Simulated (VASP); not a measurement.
# Si (P6_3/mmc) in VASP: a series of runs, part 2 of 2

VASP 6.6.1. Earlier steps stand in the parts before.

## Step 4: Single point, PBE

This run uses another cell than the first one, of the same volume but with other edges.

The input, INCAR:

```
PREC = Accurate ; ENCUT = 520
EDIFF = 1E-7 ; ISMEAR = 0
SIGMA = 0.05 ; LREAL = False
LASPH = True ; NELM = 60
ALGO = Normal ; ISIF = 2
LWAVE = False ; LCHARG = True
GGA = PE ; LELF = True
LVHAR = True ; NBANDS = 16
```

The input, KPOINTS:

```
Automatic mesh
0
Gamma
  12 12 6
```

The input, POSCAR:

```
Si
1.0
    3.9202120069      0.0000000000      0.0000000000
   -1.9601060035      3.3950031862      0.0000000000
    0.0000000000      0.0000000000      6.1421881724
Si
4
Direct
    0.3333333333      0.6666666667      0.0723590967
    0.6666666667      0.3333333333      0.5723590967
    0.3333333333      0.6666666667      0.4276409033
    0.6666666667      0.3333333333      0.9276409033
```

Potentials or basis: VASP PAW PBE potentials, release 64 (Si).

Started as:

```
> cat potpaw_PBE.64/Si/POTCAR > POTCAR
> mpirun -np 1 vasp_std > vasp.out
```

OUTCAR:

```text
PREC = Accurate
   ENCUT = 520
   EDIFF = 1E-7
   ISMEAR = 0
   LREAL = False
   LASPH = True
   NELM = 60
   ISIF = 2
   GGA = PE

 ion  position               nearest neighbor table
   1  0.333  0.667  0.072-   3 2.18   4 2.43   4 2.43   4 2.43
   2  0.667  0.333  0.572-   4 2.18   3 2.43   3 2.43   3 2.43
   3  0.333  0.667  0.428-   1 2.18   2 2.43   2 2.43   2 2.43
   4  0.667  0.333  0.928-   2 2.18   1 2.43   1 2.43   1 2.43

  LATTYP: Found a hexagonal cell.
 ALAT       =     3.9202120069
 C/A-ratio  =     1.5668000000

  Lattice vectors:

 A1 = (   3.9202120069,   0.0000000000,   0.0000000000)
 A2 = (  -1.9601060035,   3.3950031862,   0.0000000000)
 A3 = (   0.0000000000,   0.0000000000,   6.1421881724)

Analysis of symmetry for initial positions (statically):
=====================================================================
 Subroutine PRICEL returns:
 Original cell was already a primitive cell.

 Routine SETGRP: Setting up the symmetry group for a
 hexagonal supercell.

 Subroutine GETGRP returns: Found 24 space group operations
 (whereof 12 operations were pure point group operations)
 out of a pool of 24 trial point group operations.

The static configuration has the point symmetry D_3d.
 The point group associated with its full space group is D_6h.

Analysis of symmetry for dynamics (positions and initial velocities):
=====================================================================
 Subroutine PRICEL returns:
 Original cell was already a primitive cell.

 Routine SETGRP: Setting up the symmetry group for a
 hexagonal supercell.

 Subroutine GETGRP returns: Found 24 space group operations
 (whereof 12 operations were pure point group operations)
 out of a pool of 24 trial point group operations.

The dynamic configuration has the point symmetry D_3d.
 The point group associated with its full space group is D_6h.

 Subroutine INISYM returns: Found 24 space group operations
 (whereof 12 operations are pure point group operations),
 and found     1 'primitive' translations

----------------------------------------------------------------------------------------

                                     Primitive cell

  volume of cell :      81.7472

  direct lattice vectors                    reciprocal lattice vectors
     3.920212007  0.000000000  0.000000000     0.255088245  0.147275267  0.000000000
    -1.960106003  3.395003186  0.000000000     0.000000000  0.294550534  0.000000000
     0.000000000  0.000000000  6.142188172     0.000000000  0.000000000  0.162808428

  length of vectors
     3.920212007  3.920212007  6.142188172     0.294550534  0.294550534  0.162808428

  position of ions in fractional coordinates (direct lattice)
     0.333333333  0.666666667  0.072359097
     0.666666667  0.333333333  0.572359097
     0.333333333  0.666666667  0.427640903
     0.666666667  0.333333333  0.927640903

  ion indices of the primitive-cell ions
   primitive index   ion index
                 1           1
                 2           2
                 3           3
                 4           4

----------------------------------------------------------------------------------------

[... 26 lines left out ...]
  0.000000  0.000000  0.000000      1.000000
  0.083333 -0.000000  0.000000      6.000000
  0.166667  0.000000  0.000000      6.000000
  0.250000  0.000000  0.000000      6.000000
  0.333333 -0.000000  0.000000      6.000000
  0.416667 -0.000000  0.000000      6.000000
[... 16 lines left out ...]
  0.250000  0.000000  0.166667     12.000000
  0.333333 -0.000000  0.166667     12.000000
 [... further k-points ...]
   k-points           NKPTS =     76   k-points in BZ     NKDIM =     76   number of bands    NBANDS=     16
   number of dos      NEDOS =    301   number of ions     NIONS =      4
   total plane-waves  NPLWV =  43200
   dimension x,y,z NGX =    30 NGY =   30 NGZ =   48
   dimension x,y,z NGXF=    60 NGYF=   60 NGZF=   96
   ions per type =               4
   NGX,Y,Z   is equivalent  to a cutoff of  12.72, 12.72, 12.99 a.u.
   NGXF,Y,Z  is equivalent  to a cutoff of  25.44, 25.44, 25.98 a.u.
 SYSTEM =  unknown system
   PREC   = accura    normal or accurate (medium, high low for compatibility)
   ISTART =      0    job   : 0-new  1-cont  2-samecut
   ICHARG =      2    charge: 1-file 2-atom 10-const
   ISPIN  =      1    spin polarized calculation?
   LNONCOLLINEAR =      F non collinear calculations
   LSORBIT =      F    spin-orbit coupling
   LASPH  =      T    aspherical Exc in radial PAW
   ENCUT  =  520.0 eV  38.22 Ry    6.18 a.u.   7.29  7.29 11.42*2*pi/ulx,y,z
   NELM   =     60;   NELMIN=  2; NELMDL= -5     # of ELM steps
   EDIFF  = 0.1E-06   stopping-criterion for ELM
   LREAL  =      F    real-space projection
   EDIFFG = 0.1E-05   stopping-criterion for IOM
   NSW    =      0    number of steps for IOM
   IBRION =     -1    ionic relax: 0-MD 1-quasi-New 2-CG
   NFREE  =      0    steps in history (QN), initial steepest desc. (CG)
   ISIF   =      2    stress and relaxation
   ISYM   =      2    0-nonsym 1-usesym 2-fastsym
   POTIM  = 0.5000    time-step for ionic-motion
   TEBEG  =    0.0;   TEEND  =   0.0 temperature during run
   PSTRESS=    0.0 pullay stress
   NELECT =      16.0000    total number of electrons
   NUPDOWN=      -1.0000    fix difference up-down
   EMIN   =  10.00;   EMAX   =-10.00  energy-range for DOS
   EFERMI =   0.00;   METHOD = LEGACY
   ISMEAR =     0;   SIGMA  =   0.05  broadening in eV -4-tet -1-fermi 0-gaus
   EFERMI_NEDOS =   21; number of points for ismear=-14 and -15
   IALGO  =     38    algorithm
   IMIX   =      4    mixing-type and parameters
     AMIX     =   0.40;   BMIX     =  1.00
     AMIX_MAG =   1.60;   BMIX_MAG =  1.00
  volume/ion in A,a.u.               =      20.44       137.91
  Fermi-wavevector in a.u.,A,eV,Ry     =   0.950511  1.796206 12.292475  0.903471
  Thomas-Fermi vector in A             =   2.078895
   LORBIT       =      0    0 simple, 1 ext, 2 COOP (PROOUT), +10 PAW based schemes
   GGA     = PE    functional components
   LHFCALC =     F    Hartree Fock is set to
   AEXX    =    0.0000 exact exchange contribution
   IVDW    =     0    specifies the selected vdW correction
   LEPSILON=     F    determine dielectric tensor
   LRPA    =     F    only Hartree local field effects (RPA)
 non-spin polarized calculation
 Gauss-broadening in eV      SIGMA  =   0.05
  energy-cutoff  :      520.00
  volume of cell :       81.75
 maximum number of plane-waves:      2237
 NGX is ok and might be reduce to    30

 number of electron      15.9999999 magnetization

 Free energy of the ion-electron system (eV)
  ---------------------------------------------------
  ext. energy  EPLUGINS =         0.00000000
  ---------------------------------------------------
  free energy    TOTEN  =       -21.16923451 eV

  energy without entropy =      -21.16907843  energy(sigma->0) =      -21.16915647

 E-fermi :   6.2184     XC(G=0):  -9.3189

 val. band max:        6.2135054603   @ k =   0.0000   0.0000   0.0000
 cond. band min:       6.2384797569   @ k =   0.5000   0.0000   0.0000
 fundamental gap:      0.0249742966
 Fermi energy:         6.2184270452

 k-point     1 :       0.0000    0.0000    0.0000
  band No.  band energies     occupation
      1      -6.2649      2.00000
      2      -3.3825      2.00000
      3      -1.9001      2.00000
      4       4.1752      2.00000
      5       4.1752      2.00000
      6       4.9611      2.00000
[... 433 lines left out ...]
      3      -1.3721      2.00000
      4       1.2475      2.00000
      5       1.4493      2.00000
      6       3.0905      2.00000
[... 8 lines left out ...]
     15      12.6567      0.00000
     16      12.8729      0.00000

 [... further k-points ...]

------------------------ aborting loop because EDIFF is reached ----------------------------------------

  FORCE on cell =-STRESS in cart. coord.  units (eV):
  Direction    XX          YY          ZZ          XY          YZ          ZX
  --------------------------------------------------------------------------------------
  -------------------------------------------------------------------------------------
  Total       -2.9255849     -2.9255849      8.8203750      0.0000000      0.0000000      0.0000000
  in kB      -57.3390413    -57.3390413    172.8720467      0.0000000      0.0000000      0.0000000
  external PRESSURE =      19.3979881 kB  Pullay stress =       0.0000000 kB

 VOLUME and BASIS-vectors are now :
 -----------------------------------------------------------------------------
  energy-cutoff  :      520.00
  volume of cell :       81.75
      direct lattice vectors                 reciprocal lattice vectors
     3.920212007  0.000000000  0.000000000     0.255088245  0.147275267  0.000000000
    -1.960106003  3.395003186  0.000000000     0.000000000  0.294550534  0.000000000
     0.000000000  0.000000000  6.142188172     0.000000000  0.000000000  0.162808428

 POSITION                                       TOTAL-FORCE (eV/Angst)
 -----------------------------------------------------------------------------------
     -0.00000      2.26334      0.44444         0.000000     -0.000000     -2.725114
      1.96011      1.13167      3.51554        -0.000000      0.000000     -2.725114
     -0.00000      2.26334      2.62665         0.000000     -0.000000      2.725114
      1.96011      1.13167      5.69774        -0.000000      0.000000      2.725114
 -----------------------------------------------------------------------------------
    total drift:                               -0.000000      0.000000     -0.000000

  FREE ENERGIE OF THE ION-ELECTRON SYSTEM (eV)
  ---------------------------------------------------
  free  energy   TOTEN  =       -21.1692345055 eV

  energy  without entropy=      -21.1690784270  energy(sigma->0) =      -21.16915647
```

stdout:

```text
POSCAR found type information on POSCAR Si
 POSCAR found :  1 types and       4 ions
 scaLAPACK will be used
 LDA part: xc-table for (Slater+PW92), standard interpolation
 POSCAR, INCAR and KPOINTS ok, starting setup
 FFT: planning ... GRIDC
 FFT: planning ... GRID_SOFT
 FFT: planning ... GRID
 WAVECAR not read
 entering main loop
```

Run time: 82 s. Hardware: 1 thread of Intel Xeon Platinum 8259CL at 2.50GHz (Skylake/Cascade Lake), shared host; peak memory 0.22 GiB.

What came out:

```
Free energy            : -21.1692 eV
Pressure               : 1.9 GPa
Largest force          : 2.725 eV/Å
Band gap on the k mesh : 0.03 eV (least direct gap 0.30 eV)
```

Forces in eV/Å, atoms in the order of the input:
```
Si   0.000  0.000 -2.725
Si   0.000  0.000 -2.725
Si   0.000  0.000  2.725
Si   0.000  0.000  2.725
```

Levels at points of the mesh, in eV from the valence-band top:
```tsv
k point	band 6	band 7	band 8	band 9	band 10	band 11
(0.00, 0.00, 0.00)	-1.25	0.00	0.00	0.30	1.18	1.18
(0.50, 0.00, 0.00)	-3.69	-3.47	-1.36	0.03	2.03	2.21
(0.00, 0.00, 0.50)	-1.33	-1.33	-1.33	1.27	1.27	2.53
(0.50, 0.00, 0.50)	-2.85	-2.70	-2.70	0.51	0.51	1.73
```

Caveat: the cell differs from its parent crystal (atoms shifted along a free coordinate, c/a of the conventional cell at fixed volume 1.5668); the stress differs along the axes, from -6 to 17 GPa; forces of over 1 eV/Å act on the atoms, so gaps and moduli don't describe the material at rest.

## Step 5: Single point, PBE (20.44 Å³/atom, c/a of the conventional cell at fixed volume 1.7386)

The input, INCAR:

```
  PREC = Accurate
  ENCUT = 520
  EDIFF = 1E-6
  ISMEAR = 0
  SIGMA = 0.05
  LREAL = F
  LASPH = T
  NELM = 60
  ALGO = Normal
  ISIF = 2
  LWAVE = F
  LCHARG = T
  GGA = PE
  LELF = T
  LVHAR = T
  NBANDS = 16
```

KPOINTS is that of step 4.

The input, POSCAR:

```
Si
1.0
    3.7865833161      0.0000000000      0.0000000000
   -1.8932916580      3.2792773453      0.0000000000
    0.0000000000      0.0000000000      6.5833537533
Si
4
Direct
    0.3333333333      0.6666666667      0.0629320729
    0.6666666667      0.3333333333      0.5629320729
    0.3333333333      0.6666666667      0.4370679271
    0.6666666667      0.3333333333      0.9370679271
```

Started as:

```
> cat potpaw_PBE.64/Si/POTCAR > POTCAR
> mpirun -np 1 vasp_std > vasp.out
```

Wall time 70 s (1 thread of Intel Xeon Platinum 8259CL at 2.50GHz (Skylake/Cascade Lake), shared host); peak memory 0.22 GiB.

The run converged. Its results:

```
Free energy            : -21.5656 eV
Pressure               : 0.2 GPa
Largest force          : 0.426 eV/Å
Band gap on the k mesh : 0.60 eV (least direct gap 1.44 eV)
```

Forces on the atoms (eV/Å):
```
Si   0.000  0.000  0.426
Si   0.000  0.000  0.426
Si   0.000  0.000 -0.426
Si   0.000  0.000 -0.426
```

Stress tensor (GPa, compression positive):
```
 3.62  0.00  0.00
 0.00  3.62  0.00
 0.00  0.00 -6.54
```

Levels at points of the mesh, in eV from the valence-band top:
| k point | band 5 | band 6 | band 7 | band 8 | band 9 | band 10 | band 11 | band 12 |
| --- | --- | --- | --- | --- | --- | --- | --- | --- |
| (0.00, 0.00, 0.00) | -1.24 | -0.44 | 0.00 | 0.00 | 1.44 | 1.53 | 2.29 | 2.29 |
| (0.50, 0.00, 0.00) | -4.50 | -2.84 | -2.83 | -1.50 | 0.65 | 2.25 | 2.88 | 3.37 |
| (0.00, 0.00, 0.50) | -0.74 | -0.74 | -0.74 | -0.74 | 2.16 | 2.16 | 3.13 | 3.13 |
| (0.50, 0.00, 0.50) | -2.55 | -2.55 | -2.29 | -2.29 | 0.83 | 0.83 | 1.59 | 1.59 |

Caveat: the cell differs from its parent crystal (c/a of the conventional cell at fixed volume 1.7386); the stress differs along the axes, from -7 to 4 GPa. A k mesh can miss the band edges.

## Step 6: Single point, PBE

This run uses another cell than the first one, of the same volume but with other edges.

The input, INCAR:

```
SYSTEM = Si
PREC     = Accurate       ! precision mode
ENCUT    = 520            ! plane-wave cutoff, eV
EDIFF    = 1E-6           ! SCF threshold, eV
ISMEAR   = 0              ! smearing method
SIGMA    = 0.05           ! smearing width, eV
LREAL    = .False.        ! projectors in reciprocal space
LASPH    = .True.         ! aspherical terms in the spheres
NELM     = 80             ! most SCF steps
ALGO     = Normal         ! electronic algorithm
ISIF     = 2              ! what is computed and relaxed
LWAVE    = .False.        ! write WAVECAR
LCHARG   = .False.        ! write CHGCAR
GGA      = PE             ! functional
NBANDS   = 16             ! bands
```

The input, KPOINTS:

```
Automatic mesh
0
Gamma
  12 12 6
  0 0 0
```

The input, POSCAR:

```
Si
1.0
    3.7261315656      0.0000000000      0.0000000000
   -1.8630657828      3.2269245936      0.0000000000
    0.0000000000      0.0000000000      6.7986996546
Si
4
Direct
    0.3333333333      0.6666666667      0.0535050491
    0.6666666667      0.3333333333      0.5535050491
    0.3333333333      0.6666666667      0.4464949509
    0.6666666667      0.3333333333      0.9464949509
```

Potentials or basis: VASP PAW PBE potentials, release 64 (Si).

Started as:

```
> cat potpaw_PBE.64/Si/POTCAR > POTCAR
> mpirun -np 1 vasp_std > vasp.out
```

OUTCAR:

```text
SYSTEM = Si
   PREC = Accurate
   ENCUT = 520
   EDIFF = 1E-6
   ISMEAR = 0
   LREAL = .False.
   LASPH = .True.
   NELM = 80
   ISIF = 2
   GGA = PE

 ion  position               nearest neighbor table
   1  0.333  0.667  0.054-   4 2.27   4 2.27   4 2.27   3 2.67
   2  0.667  0.333  0.554-   3 2.27   3 2.27   3 2.27   4 2.67
   3  0.333  0.667  0.446-   2 2.27   2 2.27   2 2.27   1 2.67
   4  0.667  0.333  0.946-   1 2.27   1 2.27   1 2.27   2 2.67

  LATTYP: Found a hexagonal cell.
 ALAT       =     3.7261315656
 C/A-ratio  =     1.8246000000
[... 656 lines left out ...]
  Direction    XX          YY          ZZ          XY          YZ          ZX
  --------------------------------------------------------------------------------------
  -------------------------------------------------------------------------------------
  Total        5.5438072      5.5438072     -5.6436783      0.0000000      0.0000000      0.0000000
  in kB      108.6540309    108.6540309   -110.6114217      0.0000000      0.0000000      0.0000000
  external PRESSURE =      35.5655467 kB  Pullay stress =       0.0000000 kB

 VOLUME and BASIS-vectors are now :
 -----------------------------------------------------------------------------
  energy-cutoff  :      520.00
  volume of cell :       81.75
      direct lattice vectors                 reciprocal lattice vectors
     3.726131566  0.000000000  0.000000000     0.268374850  0.154946292  0.000000000
    -1.863065783  3.226924594  0.000000000     0.000000000  0.309892584  0.000000000
     0.000000000  0.000000000  6.798699655     0.000000000  0.000000000  0.147086951

 POSITION                                       TOTAL-FORCE (eV/Angst)
 -----------------------------------------------------------------------------------
     -0.00000      2.15128      0.36376         0.000000     -0.000000      1.719776
      1.86307      1.07564      3.76311        -0.000000      0.000000      1.719776
     -0.00000      2.15128      3.03559         0.000000     -0.000000     -1.719776
      1.86307      1.07564      6.43493        -0.000000      0.000000     -1.719776
 -----------------------------------------------------------------------------------
    total drift:                               -0.000000      0.000000     -0.000000

  FREE ENERGIE OF THE ION-ELECTRON SYSTEM (eV)
  ---------------------------------------------------
  free  energy   TOTEN  =       -21.0087588614 eV

  energy  without entropy=      -21.0087588596  energy(sigma->0) =      -21.00875886
```

OSZICAR:

```text
N       E                     dE             d eps       ncg     rms          rms(c)
DAV:   1     0.265294411558E+02    0.26529E+02   -0.59326E+03  2432   0.818E+02
DAV:   2    -0.196194616910E+02   -0.46149E+02   -0.41553E+02  3384   0.118E+02
DAV:   3    -0.214280991107E+02   -0.18086E+01   -0.17964E+01  3272   0.223E+01
DAV:   4    -0.214493401383E+02   -0.21241E-01   -0.21237E-01  3056   0.312E+00
DAV:   5    -0.214497287623E+02   -0.38862E-03   -0.38861E-03  3344   0.401E-01    0.709E+00
DAV:   6    -0.211350718530E+02    0.31466E+00   -0.16870E-01  2944   0.201E+00    0.428E+00
DAV:   7    -0.210066583179E+02    0.12841E+00   -0.33543E-01  3144   0.287E+00    0.348E-01
DAV:   8    -0.210083269803E+02   -0.16687E-02   -0.35304E-02  2880   0.105E+00    0.208E-01
DAV:   9    -0.210086320051E+02   -0.30502E-03   -0.13181E-03  3264   0.215E-01    0.115E-01
DAV:  10    -0.210087484280E+02   -0.11642E-03   -0.34839E-04  2960   0.101E-01    0.346E-02
DAV:  11    -0.210087581036E+02   -0.96756E-05   -0.89375E-05  3216   0.492E-02    0.242E-02
DAV:  12    -0.210087588614E+02   -0.75782E-06   -0.87950E-06  3032   0.158E-02
   1 F= -.21008759E+02 E0= -.21008759E+02  d E =-.179349E-08
```

Run time: 69 s. Hardware: 1 thread of Intel Xeon Platinum 8259CL at 2.50GHz (Skylake/Cascade Lake), shared host; peak memory 0.22 GiB.

What came out:

| Property | Result |
| --- | --- |
| Free energy | -21.0088 eV |
| Pressure | 3.6 GPa |
| Largest force | 1.720 eV/Å |
| Band gap on the k mesh | 0.32 eV |

Forces in eV/Å, atoms in the order of the input:
```
Si   0.000  0.000  1.720
Si   0.000  0.000  1.720
Si   0.000  0.000 -1.720
Si   0.000  0.000 -1.720
```

Caveat: the cell differs from its parent crystal (atoms shifted along a free coordinate, c/a of the conventional cell at fixed volume 1.8246); the stress differs along the axes, from -11 to 11 GPa; forces of over 1 eV/Å act on the atoms, so gaps and moduli don't describe the material at rest. A k mesh can miss the band edges.

## Step 7: Summary

| cell | gap on the mesh (eV) | pressure (GPa) | largest force (eV/Å) |
| --- | --- | --- | --- |
| a = 3.851, b = 3.851, c = 6.365 Å, angles 90.0, 90.0, 120.0°, 4 atoms, atomic positions A | none | 2.0 | 4.12 |
| a = 3.995, b = 3.995, c = 5.915 Å, angles 90.0, 90.0, 120.0°, 4 atoms, atomic positions B | none | 4.6 | 4.02 |
| a = 3.920, b = 3.920, c = 6.142 Å, angles 90.0, 90.0, 120.0°, 4 atoms, atomic positions B | 0.03 | 1.9 | 2.73 |
| a = 3.787, b = 3.787, c = 6.583 Å, angles 90.0, 90.0, 120.0°, 4 atoms, atomic positions C | 0.60 | 0.2 | 0.43 |
| a = 3.726, b = 3.726, c = 6.799 Å, angles 90.0, 90.0, 120.0°, 4 atoms, atomic positions D | 0.32 | 3.6 | 1.72 |

Alike in all rows: task single point; level PBE; potentials or basis VASP PAW PBE potentials, release 64 (Si); no spin polarisation; k mesh 12 × 12 × 6; cutoff (eV) 520; smearing gaussian 0.05 eV.

Caveats: forces of over 1 eV/Å act on the atoms, so gaps and moduli don't describe the material at rest (at least some runs); semilocal functionals underestimate gaps, and a narrow one can read as zero (at least some runs); the stress differs along the axes, from -5 to 15 GPa (at least some runs); the stress differs along the axes, from -9 to 32 GPa (at least some runs); the stress differs along the axes, from -6 to 17 GPa (at least some runs); the stress differs along the axes, from -7 to 4 GPa (at least some runs); the stress differs along the axes, from -11 to 11 GPa (at least some runs).

Absolute energies hang on the potentials; compare differences alone.

The gap in the log of VASP goes by the Fermi energy; the results here count the filled bands.